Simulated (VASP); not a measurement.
# TaOs (P-6m2) in VASP: further runs, part 2 of 2

VASP 6.6.1. Earlier steps stand in the parts before.

**5. Relaxation of cell and atoms, PBE**

File INCAR:

```
PREC     = Accurate       # precision mode
ENCUT    = 600            # plane-wave cutoff, eV
EDIFF    = 1E-6           # SCF threshold, eV
ISMEAR   = 0              # smearing method
SIGMA    = 0.1            # smearing width, eV
LREAL    = F              # projectors in reciprocal space
LASPH    = T              # aspherical terms in the spheres
NELM     = 80             # most SCF steps
ALGO     = Fast           # electronic algorithm
ISIF     = 3              # what is computed and relaxed
LWAVE    = F              # write WAVECAR
LCHARG   = F              # write CHGCAR
GGA      = PE             # functional
IBRION   = 2              # ionic algorithm
NSW      = 100            # ionic steps
EDIFFG   = -0.01          # ionic threshold
```

File KPOINTS:

```
Automatic mesh
0
Gamma
  24 24 12
```

File POSCAR:

```
TaOs
1.0
    2.8587988300      0.0000000000      0.0000000000
   -1.4293994100      2.4757924100      0.0000000000
    0.0000000000      0.0000000000      4.5719358800
Ta Os
1 1
Direct
    0.0000000000      0.0000000000      0.0000000000
    0.3333333300      0.6666666700      0.5000000000
```

Potentials or basis: VASP PAW PBE potentials, release 64 (Ta_pv, Os).

On the command line:

```console
cat potpaw_PBE.64/Ta_pv/POTCAR potpaw_PBE.64/Os/POTCAR > POTCAR
mpirun -np 1 vasp_std > vasp.out
```

OUTCAR:

```text
PREC = Accurate
   ENCUT = 600
   EDIFF = 1E-6
   ISMEAR = 0
   LREAL = F
   LASPH = T
   NELM = 80
   ISIF = 3
   GGA = PE
   IBRION = 2
   NSW = 100
   EDIFFG = -0.01

 ion  position               nearest neighbor table
   1  0.000  0.000  0.000-   2 2.82   2 2.82   2 2.82   2 2.82   2 2.82   2 2.82
   2  0.333  0.667  0.500-   1 2.82   1 2.82   1 2.82   1 2.82   1 2.82   1 2.82

  LATTYP: Found a hexagonal cell.
 ALAT       =     2.8587988300
 C/A-ratio  =     1.5992506475

  Lattice vectors:

 A1 = (   2.8587988300,   0.0000000000,   0.0000000000)
 A2 = (  -1.4293994100,   2.4757924100,   0.0000000000)
 A3 = (   0.0000000000,   0.0000000000,   4.5719358800)

Analysis of symmetry for initial positions (statically):
[... 342 lines left out ...]
      4      -2.1256      2.00000
      5       1.2402      2.00000
      6       5.1388      2.00000
      7       5.1388      2.00000
      8       6.6759      2.00000
      9       6.7064      1.99999
     10       6.7064      1.99999
     11       7.7991      0.00000
     12       7.7991      0.00000
     13       8.2815      0.00000
[... 354 lines left out ...]
  band No.  band energies     occupation
      1     -27.5585      2.00000
      2     -26.9371      2.00000
      3     -26.7866      2.00000
      4       1.6163      2.00000
      5       2.1791      2.00000
      6       2.6225      2.00000
      7       5.1188      2.00000
      8       5.2814      2.00000
      9       6.6606      2.00000
     10       7.2927      0.00011
     11       9.0944      0.00000
     12      11.6498      0.00000
     13      12.3857      0.00000

 [... further k-points ...]

------------------------ aborting loop because EDIFF is reached ----------------------------------------

  FORCE on cell =-STRESS in cart. coord.  units (eV):
  Direction    XX          YY          ZZ          XY          YZ          ZX
  --------------------------------------------------------------------------------------
  -------------------------------------------------------------------------------------
  Total       -0.0026871     -0.0026871     -0.0103493     -0.0000000     -0.0000000      0.0000000
  in kB       -0.1328165     -0.1328165     -0.5115439     -0.0000000     -0.0000000      0.0000000
  external PRESSURE =      -0.2590590 kB  Pullay stress =       0.0000000 kB
[... 17 lines left out ...]
  FREE ENERGIE OF THE ION-ELECTRON SYSTEM (eV)
  ---------------------------------------------------
  free  energy   TOTEN  =       -22.9247652181 eV

  energy  without entropy=      -22.9107080813  energy(sigma->0) =      -22.91773665

 reached required accuracy - stopping structural energy minimisation
```

CONTCAR:

```text
TaOs
   1.00000000000000
     2.8995560898118815    0.0000000000829188   -0.0000000000000000
    -1.4497780397628468    2.5110892322974565   -0.0000000000000000
    -0.0000000000000000   -0.0000000000000000    4.4519149950478472
  Ta              Os
     1     1
Direct
     0.0000000000000000    0.0000000000000000    0.0000000000000000
     0.3333333300000021    0.6666666699999979    0.5000000000000000

  0.00000000E+00  0.00000000E+00  0.00000000E+00
  0.00000000E+00  0.00000000E+00  0.00000000E+00
```

Run time: 18 min. Hardware: 1 thread of Oxide Virtual Turin-like, shared host; peak memory 0.37 GiB.

What came out:

* Free energy: -22.9248 eV
* Relaxed volume: 16.21 Å³/atom
* Relaxed cell: a = 2.900 Å, b = 2.900 Å, c = 4.452 Å, α = 90.00°, β = 90.00°, γ = 120.00°
* Space group after relaxing (to 0.1 Å): P-6m2 (No. 187)
* Energy gained by relaxing: 11.7 meV/atom
* Ionic steps: 5
* Pressure after relaxing: 0.0 GPa
* Band gap on the k mesh: zero (an odd number of electrons rules out a gap without spin polarisation)

Step by step:
| step | energy change (eV) | largest force (eV/Å) | pressure (GPa) | volume (Å³) |
| --- | --- | --- | --- | --- |
| 1 | 0.0000 | 0.0000 | -0.47 | 32.36 |
| 2 | -0.0211 | 0.0000 | 2.51 | 32.12 |
| 3 | -0.0216 | 0.0000 | 2.11 | 32.15 |
| 4 | -0.0129 | 0.0000 | -4.84 | 33.06 |
| 5 | -0.0234 | 0.0000 | -0.03 | 32.41 |

Final structure:
```cif
data_structure
_symmetry_space_group_name_H-M 'P 1'
_symmetry_Int_Tables_number 1
_cell_length_a 2.8996
_cell_length_b 2.8996
_cell_length_c 4.4519
_cell_angle_alpha 90.000
_cell_angle_beta 90.000
_cell_angle_gamma 120.000
_cell_volume 32.41
loop_
_atom_site_label
_atom_site_type_symbol
_atom_site_fract_x
_atom_site_fract_y
_atom_site_fract_z
_atom_site_occupancy
Ta1 Ta 0.00000 0.00000 0.00000 1
Os1 Os 0.33333 0.66667 0.50000 1
```

Caveat: spin-orbit coupling is left out, which moves the levels of the heavy elements.

**6. Summary**

| task | spin | cell | k mesh | cutoff (eV) | gap on the mesh (eV) | pressure (GPa) |
| --- | --- | --- | --- | --- | --- | --- |
| single point | off | a = 2.859, b = 2.859, c = 4.572 Å, angles 90.0, 90.0, 120.0°, 2 atoms | 6 × 6 × 4 | 520 | none | -1.6 |
| single point | collinear | a = 2.859, b = 2.859, c = 4.572 Å, angles 90.0, 90.0, 120.0°, 2 atoms | 6 × 6 × 4 | 520 | none | -1.5 |
| single point | off | a = 2.898, b = 2.898, c = 4.454 Å, angles 90.0, 90.0, 120.0°, 2 atoms | 24 × 24 × 12 | 520 | none | 0.1 |
| relaxation of cell and atoms | off | relaxed from a = 2.859, b = 2.859, c = 4.572 Å, angles 90.0, 90.0, 120.0°, 2 atoms | 24 × 24 × 12 | 600 | none | 0.0 |

Alike in all rows: level PBE; potentials or basis VASP PAW PBE potentials, release 64 (Ta_pv, Os); smearing gaussian 0.1 eV.

Caveats: some runs use coarse meshes; spin-orbit coupling is left out, which moves the levels of the heavy elements.

Absolute energies hang on the potentials; compare differences alone.
